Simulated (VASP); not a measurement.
# MoS2 (R3m) in VASP: notebook

Runs on MoS2. Level: PBE+D3(BJ). Tasks: single point, relaxation of cell and atoms.

Everything below comes from runs of VASP 6.6.1. Logs are shortened: lines on timing, memory, paths and dates and some standing lists are left out, and cuts for length are marked.

### Step 1. The cell of the first run

Symmetry: R3m, No. 160, trigonal system. The conventional cell has a = 3.153 Å, b = 3.153 Å, c = 17.995 Å, α = 90.00°, β = 90.00°, γ = 120.00°. Within 3.2 Å of Mo (site symmetry 3m) lie 6 S at 2.40 Å and 6 Mo at 3.15 Å. S (site symmetry 3m) has 3 Mo at 2.40 Å and 7 S at 3.13 to 3.15 Å within 3.2 Å. Within 3.2 Å of S (site symmetry 3m) lie 3 Mo at 2.40 Å and 7 S at 3.13 to 3.15 Å.

### Step 2. Single point, PBE+D3(BJ)

INCAR

```
ALGO = Normal ; EDIFF = 1E-6
ENCUT = 500 ; GGA = PE
GGA_COMPAT = F ; ISIF = 2
ISMEAR = 0 ; IVDW = 12
LASPH = T ; LCHARG = F
LREAL = F ; LWAVE = F
NBANDS = 20 ; NELM = 120
PREC = Accurate ; SIGMA = 0.02
```

KPOINTS

```
k-points
0
Gamma
  12 12 12
```

POSCAR

```
MoS2
1.0
    1.5765948476      0.9102474612      5.9984771717
   -1.5765948476      0.9102474612      5.9984771717
    0.0000000000     -1.8204949178      5.9984771724
Mo S
1 2
Direct
    0.0002495973      0.0002495973      0.0002495973
    0.5799887949      0.5799887949      0.5799887949
    0.7537606078      0.7537606078      0.7537606078
```

Potentials or basis: VASP PAW PBE potentials, release 64 (Mo_sv, S).

On the command line:

```sh
> cat potpaw_PBE.64/Mo_sv/POTCAR potpaw_PBE.64/S/POTCAR > POTCAR
> mpirun -np 1 vasp_std > vasp.out
```

OUTCAR:

```text
EDIFF = 1E-6
   ENCUT = 500
   GGA = PE
   ISIF = 2
   ISMEAR = 0
   IVDW = 12
   LASPH = T
   LREAL = F
   NELM = 120
   PREC = Accurate
 IVDW          = 12

 ion  position               nearest neighbor table
   1  0.000  0.000  0.000-   3 2.40   3 2.40   3 2.40   2 2.40   2 2.40   2 2.40
   2  0.580  0.580  0.580-   1 2.40   1 2.40   1 2.40
   3  0.754  0.754  0.754-   1 2.40   1 2.40   1 2.40

  LATTYP: Found a trigonal (rhomboedric) cell.
 ALAT       =     6.2686465950
 COS(alpha) =     0.8734906488

  Lattice vectors:

 A1 = (   1.5765948476,   0.9102474612,   5.9984771717)
 A2 = (  -1.5765948476,   0.9102474612,   5.9984771717)
 A3 = (   0.0000000000,  -1.8204949178,   5.9984771724)

Analysis of symmetry for initial positions (statically):
=====================================================================
 Subroutine PRICEL returns:
 Original cell was already a primitive cell.

 Routine SETGRP: Setting up the symmetry group for a
 trigonal (rhombohedral) supercell.

 Subroutine GETGRP returns: Found  6 space group operations
 (whereof  6 operations were pure point group operations)
 out of a pool of 12 trial point group operations.

The static configuration has the point symmetry C_3v.

Analysis of symmetry for dynamics (positions and initial velocities):
=====================================================================
 Subroutine PRICEL returns:
 Original cell was already a primitive cell.

 Routine SETGRP: Setting up the symmetry group for a
 trigonal (rhombohedral) supercell.

 Subroutine GETGRP returns: Found  6 space group operations
 (whereof  6 operations were pure point group operations)
 out of a pool of 12 trial point group operations.

The dynamic configuration has the point symmetry C_3v.

 Subroutine INISYM returns: Found  6 space group operations
 (whereof  6 operations are pure point group operations),
 and found     1 'primitive' translations

----------------------------------------------------------------------------------------

                                     Primitive cell

  volume of cell :      51.6502

  direct lattice vectors                    reciprocal lattice vectors
     1.576594848  0.910247461  5.998477172     0.317139182  0.183100392  0.055569659
    -1.576594848  0.910247461  5.998477172    -0.317139182  0.183100392  0.055569659
     0.000000000 -1.820494918  5.998477172     0.000000000 -0.366200784  0.055569659

  length of vectors
     6.268646595  6.268646595  6.268646595     0.370393036  0.370393036  0.370393036

  position of ions in fractional coordinates (direct lattice)
     0.000249597  0.000249597  0.000249597
     0.579988795  0.579988795  0.579988795
     0.753760608  0.753760608  0.753760608

  ion indices of the primitive-cell ions
   primitive index   ion index
                 1           1
                 2           2
                 3           3

----------------------------------------------------------------------------------------

 KPOINTS: k-points

Automatic generation of k-mesh.
 Grid dimensions read from file:
 generate k-points for:   12   12   12

 Generating k-lattice:

  Cartesian coordinates                     Fractional coordinates (reciprocal lattice)
     0.026428265  0.015258366  0.004630805     0.083333333 -0.000000000 -0.000000000
    -0.026428265  0.015258366  0.004630805    -0.000000000  0.083333333 -0.000000000
     0.000000000 -0.030516732  0.004630805    -0.000000000 -0.000000000  0.083333333

  Length of vectors
     0.030866086  0.030866086  0.030866086

  Shift w.r.t. Gamma in fractional coordinates (k-lattice)
     0.000000000  0.000000000  0.000000000

 Subroutine IBZKPT returns following result:
 ===========================================

 Found    189 irreducible k-points:

 Following reciprocal coordinates:
            Coordinates               Weight
  0.000000  0.000000  0.000000      1.000000
  0.083333  0.000000  0.000000      6.000000
  0.166667  0.000000  0.000000      6.000000
  0.250000  0.000000  0.000000      6.000000
  0.333333 -0.000000  0.000000      6.000000
  0.416667  0.000000  0.000000      6.000000
[... 16 lines left out ...]
  0.500000  0.166667  0.000000     12.000000
 -0.416667  0.166667  0.000000     12.000000
 [... further k-points ...]
   k-points           NKPTS =    189   k-points in BZ     NKDIM =    189   number of bands    NBANDS=     20
   number of dos      NEDOS =    301   number of ions     NIONS =      3
   total plane-waves  NPLWV = 110592
   dimension x,y,z NGX =    48 NGY =   48 NGZ =   48
   dimension x,y,z NGXF=    96 NGYF=   96 NGZF=   96
   ions per type =               1   2
   NGX,Y,Z   is equivalent  to a cutoff of  12.73, 12.73, 12.73 a.u.
   NGXF,Y,Z  is equivalent  to a cutoff of  25.46, 25.46, 25.46 a.u.
 SYSTEM =  unknown system
   PREC   = accura    normal or accurate (medium, high low for compatibility)
   ISTART =      0    job   : 0-new  1-cont  2-samecut
   ICHARG =      2    charge: 1-file 2-atom 10-const
   ISPIN  =      1    spin polarized calculation?
   LNONCOLLINEAR =      F non collinear calculations
   LSORBIT =      F    spin-orbit coupling
   LASPH  =      T    aspherical Exc in radial PAW
   ENCUT  =  500.0 eV  36.75 Ry    6.06 a.u.  11.43 11.43 11.43*2*pi/ulx,y,z
   NELM   =    120;   NELMIN=  2; NELMDL= -5     # of ELM steps
   EDIFF  = 0.1E-05   stopping-criterion for ELM
   LREAL  =      F    real-space projection
   EDIFFG = 0.1E-04   stopping-criterion for IOM
   NSW    =      0    number of steps for IOM
   IBRION =     -1    ionic relax: 0-MD 1-quasi-New 2-CG
   NFREE  =      0    steps in history (QN), initial steepest desc. (CG)
   ISIF   =      2    stress and relaxation
   ISYM   =      2    0-nonsym 1-usesym 2-fastsym
   POTIM  = 0.5000    time-step for ionic-motion
   TEBEG  =    0.0;   TEEND  =   0.0 temperature during run
   PSTRESS=    0.0 pullay stress
   NELECT =      26.0000    total number of electrons
   NUPDOWN=      -1.0000    fix difference up-down
   EMIN   =  10.00;   EMAX   =-10.00  energy-range for DOS
   EFERMI =   0.00;   METHOD = LEGACY
   ISMEAR =     0;   SIGMA  =   0.02  broadening in eV -4-tet -1-fermi 0-gaus
   EFERMI_NEDOS =   21; number of points for ismear=-14 and -15
   IALGO  =     38    algorithm
   IMIX   =      4    mixing-type and parameters
     AMIX     =   0.40;   BMIX     =  1.00
     AMIX_MAG =   1.60;   BMIX_MAG =  1.00
  volume/ion in A,a.u.               =      17.22       116.18
  Fermi-wavevector in a.u.,A,eV,Ry     =   1.302293  2.460977 23.075029  1.695967
  Thomas-Fermi vector in A             =   2.433370
   LORBIT       =      0    0 simple, 1 ext, 2 COOP (PROOUT), +10 PAW based schemes
   GGA     = PE    functional components
   LHFCALC =     F    Hartree Fock is set to
   AEXX    =    0.0000 exact exchange contribution
   IVDW    =    12    specifies the selected vdW correction
   LEPSILON=     F    determine dielectric tensor
   LRPA    =     F    only Hartree local field effects (RPA)
 non-spin polarized calculation
 Gauss-broadening in eV      SIGMA  =   0.02
  energy-cutoff  :      500.00
  volume of cell :       51.65
 maximum number of plane-waves:      1326
 NGX is ok and might be reduce to    48
   NGX = 23   NGY = 23   NGZ = 23

 number of electron      26.0000001 magnetization

 Free energy of the ion-electron system (eV)
  ---------------------------------------------------
  ext. energy  EPLUGINS =         0.00000000
  ---------------------------------------------------
  free energy    TOTEN  =       -21.76621790 eV

  energy without entropy =      -21.76621790  energy(sigma->0) =      -21.76621790

 E-fermi :   8.3367     XC(G=0): -11.0532

 val. band max:        8.0851843966   @ k =   0.5000   0.5000   0.5000
 cond. band min:       8.8930058830   @ k =  -0.1667   0.1667   0.0000
 fundamental gap:      0.8078214864
 Fermi energy:         8.3367381587

 k-point     1 :       0.0000    0.0000    0.0000
  band No.  band energies     occupation
      1     -53.5198      2.00000
      2     -27.6844      2.00000
      3     -27.4437      2.00000
      4     -27.4437      2.00000
      5      -7.1073      2.00000
      6      -5.3095      2.00000
[... 12 lines left out ...]
     19      16.0634      0.00000
     20      17.1058      0.00000

 k-point     2 :       0.0833    0.0000    0.0000
  band No.  band energies     occupation
      1     -53.5170      2.00000
      2     -27.6789      2.00000
      3     -27.4719      2.00000
      4     -27.4501      2.00000
      5      -6.9976      2.00000
      6      -5.2771      2.00000
[... 12 lines left out ...]
     19      16.5122      0.00000
     20      17.0762      0.00000

 k-point     3 :       0.1667    0.0000    0.0000
  band No.  band energies     occupation
      1     -53.5093      2.00000
      2     -27.6638      2.00000
      3     -27.5482      2.00000
      4     -27.4675      2.00000
      5      -6.6840      2.00000
      6      -5.1843      2.00000
[... 12 lines left out ...]
     19      16.7404      0.00000
     20      17.3015      0.00000

 k-point     4 :       0.2500    0.0000    0.0000
  band No.  band energies     occupation
      1     -53.4986      2.00000
      2     -27.6511      2.00000
      3     -27.6430      2.00000
      4     -27.4912      2.00000
      5      -6.2148      2.00000
      6      -5.0463      2.00000
[... 429 lines left out ...]
 k-point    23 :       0.5000    0.1667    0.0000
  band No.  band energies     occupation
      1     -53.4774      2.00000
      2     -27.8011      2.00000
      3     -27.6013      2.00000
      4     -27.5913      2.00000
      5      -5.0354      2.00000
      6      -4.7321      2.00000
[... 12 lines left out ...]
     19      16.2356      0.00000
     20      16.6742      0.00000

 k-point    24 :      -0.4167    0.1667    0.0000
  band No.  band energies     occupation
      1     -53.4749      2.00000
      2     -27.8188      2.00000
      3     -27.6024      2.00000
      4     -27.5965      2.00000
      5      -4.8771      2.00000
      6      -4.6781      2.00000
[... 12 lines left out ...]
     19      16.2816      0.00000
     20      16.7079      0.00000

 [... further k-points ...]

------------------------ aborting loop because EDIFF is reached ----------------------------------------

 Edisp (eV)   -1.32016

 E8    (eV) :    -0.5324

  FORCE on cell =-STRESS in cart. coord.  units (eV):
  Direction    XX          YY          ZZ          XY          YZ          ZX
  --------------------------------------------------------------------------------------
  -------------------------------------------------------------------------------------
  Total      -0.03787    -0.03787    -0.05780     0.00000    -0.00000    -0.00000
  in kB      -1.17466    -1.17466    -1.79280     0.00000    -0.00000    -0.00000
  external pressure =       -1.38 kB  Pullay stress =        0.00 kB

 VOLUME and BASIS-vectors are now :
 -----------------------------------------------------------------------------
  energy-cutoff  :      500.00
  volume of cell :       51.65
      direct lattice vectors                 reciprocal lattice vectors
     1.576594848  0.910247461  5.998477172     0.317139182  0.183100392  0.055569659
    -1.576594848  0.910247461  5.998477172    -0.317139182  0.183100392  0.055569659
     0.000000000 -1.820494918  5.998477172     0.000000000 -0.366200784  0.055569659

 POSITION                                       TOTAL-FORCE (eV/Angst)
 -----------------------------------------------------------------------------------
      0.00000      0.00000      0.00449         0.000000      0.000000      0.000046
      0.00000      0.00000     10.43715         0.000000      0.000000      0.014035
      0.00000      0.00000     13.56425         0.000000     -0.000000     -0.014081
 -----------------------------------------------------------------------------------
    total drift:                               -0.000000     -0.000000     -0.000076

  FREE ENERGIE OF THE ION-ELECTRON SYSTEM (eV)
  ---------------------------------------------------
  free  energy   TOTEN  =       -23.0863741706 eV

  energy  without entropy=      -23.0863741706  energy(sigma->0) =      -23.08637417
```

It took 12 min on 1 thread of Oxide Virtual Turin-like, shared host; peak memory 0.4 GiB.

What came out:

* Free energy: -23.0864 eV
* Pressure: -0.1 GPa
* Largest force: 0.014 eV/Å
* Band gap on the k mesh: 0.81 eV (least direct gap 1.77 eV)
* Dispersion energy per atom: -0.440 eV

Forces in eV/Å, atoms in the order of the input:
```
Mo   0.000  0.000  0.000
S    0.000  0.000  0.014
S    0.000  0.000 -0.014
```

A k mesh can miss the band edges.

### Step 3. Relaxation of cell and atoms, PBE+D3(BJ)

INCAR

```
ALGO     = Normal         # electronic algorithm
EDIFF    = 1E-7           # SCF threshold, eV
EDIFFG   = -0.002         # ionic threshold
ENCUT    = 500            # plane-wave cutoff, eV
GGA      = PE             # functional
GGA_COMPAT= F            
IBRION   = 2              # ionic algorithm
ISIF     = 3              # what is computed and relaxed
ISMEAR   = 0              # smearing method
IVDW     = 12             # dispersion correction
LASPH    = T              # aspherical terms in the spheres
LCHARG   = F              # write CHGCAR
LREAL    = F              # projectors in reciprocal space
LWAVE    = F              # write WAVECAR
NELM     = 120            # most SCF steps
NELMIN   = 4            
NSW      = 100            # ionic steps
PREC     = Accurate       # precision mode
SIGMA    = 0.02           # smearing width, eV
```

KPOINTS is that of step 2.

POSCAR is that of step 2.

Potentials or basis: VASP PAW PBE potentials, release 64 (Mo_sv, S).

On the command line:

```sh
> cat potpaw_PBE.64/Mo_sv/POTCAR potpaw_PBE.64/S/POTCAR > POTCAR
> mpirun -np 1 vasp_std > vasp.out
```

OUTCAR:

```text
EDIFF = 1E-7
   EDIFFG = -0.002
   ENCUT = 500
   GGA = PE
   IBRION = 2
   ISIF = 3
   ISMEAR = 0
   IVDW = 12
   LASPH = T
   LREAL = F
   NELM = 120
   NELMIN = 4
   NSW = 100
   PREC = Accurate
 IVDW          = 12

 ion  position               nearest neighbor table
   1  0.000  0.000  0.000-   3 2.40   3 2.40   3 2.40   2 2.40   2 2.40   2 2.40
   2  0.580  0.580  0.580-   1 2.40   1 2.40   1 2.40
   3  0.754  0.754  0.754-   1 2.40   1 2.40   1 2.40

  LATTYP: Found a trigonal (rhomboedric) cell.
 ALAT       =     6.2686465950
 COS(alpha) =     0.8734906488

  Lattice vectors:

 A1 = (   1.5765948476,   0.9102474612,   5.9984771717)
 A2 = (  -1.5765948476,   0.9102474612,   5.9984771717)
 A3 = (   0.0000000000,  -1.8204949178,   5.9984771724)

Analysis of symmetry for initial positions (statically):
=====================================================================
 Subroutine PRICEL returns:
 Original cell was already a primitive cell.

 Routine SETGRP: Setting up the symmetry group for a
 trigonal (rhombohedral) supercell.

 Subroutine GETGRP returns: Found  6 space group operations
 (whereof  6 operations were pure point group operations)
 out of a pool of 12 trial point group operations.

The static configuration has the point symmetry C_3v.

Analysis of symmetry for dynamics (positions and initial velocities):
=====================================================================
 Subroutine PRICEL returns:
[... 163 lines left out ...]
------------------------ aborting loop because EDIFF is reached ----------------------------------------

 Edisp (eV)   -1.32016

 E8    (eV) :    -0.5324
[... 108 lines left out ...]
  FREE ENERGIE OF THE ION-ELECTRON SYSTEM (eV)
  ---------------------------------------------------
  free  energy   TOTEN  =       -23.0863960476 eV

  energy  without entropy=      -23.0863960476  energy(sigma->0) =      -23.08639605

[... ionic steps 4 to 9 ...]

--------------------------------------- Ionic step       10  -------------------------------------------

 number of electron      26.0000001 magnetization

------------------------ aborting loop because EDIFF is reached ----------------------------------------
[... 77 lines left out ...]
--------------------------------------- Ionic step       12  -------------------------------------------

 number of electron      26.0000001 magnetization

 Free energy of the ion-electron system (eV)
  ---------------------------------------------------
  ext. energy  EPLUGINS =         0.00000000
  ---------------------------------------------------
  free energy    TOTEN  =       -21.76432415 eV

  energy without entropy =      -21.76432415  energy(sigma->0) =      -21.76432415

 E-fermi :   8.3986     XC(G=0): -11.0610

 val. band max:        8.1086864954   @ k =   0.5000   0.5000   0.5000
 cond. band min:       8.9125335866   @ k =  -0.1667   0.1667   0.0000
 fundamental gap:      0.8038470912
 Fermi energy:         8.3986483082

 k-point     1 :       0.0000    0.0000    0.0000
  band No.  band energies     occupation
      1     -53.5001      2.00000
      2     -27.6655      2.00000
      3     -27.4241      2.00000
      4     -27.4241      2.00000
      5      -7.0960      2.00000
      6      -5.2917      2.00000
[... 457 lines left out ...]
      4     -27.5773      2.00000
      5      -4.8620      2.00000
      6      -4.6623      2.00000
[... 9 lines left out ...]
     16      10.6796      0.00000
     17      12.0142      0.00000

 [... further k-points ...]

------------------------ aborting loop because EDIFF is reached ----------------------------------------

 Edisp (eV)   -1.32208

 E8    (eV) :    -0.5332
[... 26 lines left out ...]
  FREE ENERGIE OF THE ION-ELECTRON SYSTEM (eV)
  ---------------------------------------------------
  free  energy   TOTEN  =       -23.0864003850 eV

  energy  without entropy=      -23.0864003850  energy(sigma->0) =      -23.08640038

 reached required accuracy - stopping structural energy minimisation
```

Wall time 63 min (1 thread of Oxide Virtual Turin-like, shared host); peak memory 0.41 GiB.

What came out:

```yaml
Free_energy: -23.0864 eV
Relaxed_volume: 17.19 Å³/atom
Relaxed_cell: a = 6.263 Å, b = 6.263 Å, c = 6.263 Å, α = 29.15°, β = 29.15°, γ = 29.15°
Space_group_after_relaxing_to_0.1_Å: R3m (No. 160)
Energy_gained_by_relaxing: 0.0 meV/atom
Ionic_steps: 12
Pressure_after_relaxing: 0.0 GPa
Band_gap_on_the_k_mesh: 0.80 eV (least direct gap 1.77 eV)
Dispersion_energy_per_atom: -0.441 eV
```

Final structure:
```cif
data_structure
_symmetry_space_group_name_H-M 'P 1'
_symmetry_Int_Tables_number 1
_cell_length_a 6.2633
_cell_length_b 6.2633
_cell_length_c 6.2633
_cell_angle_alpha 29.151
_cell_angle_beta 29.151
_cell_angle_gamma 29.151
_cell_volume 51.58
loop_
_atom_site_label
_atom_site_type_symbol
_atom_site_fract_x
_atom_site_fract_y
_atom_site_fract_z
_atom_site_occupancy
Mo1 Mo 0.00025 0.00025 0.00025 1
S1 S 0.57994 0.57994 0.57994 1
S2 S 0.75381 0.75381 0.75381 1
```
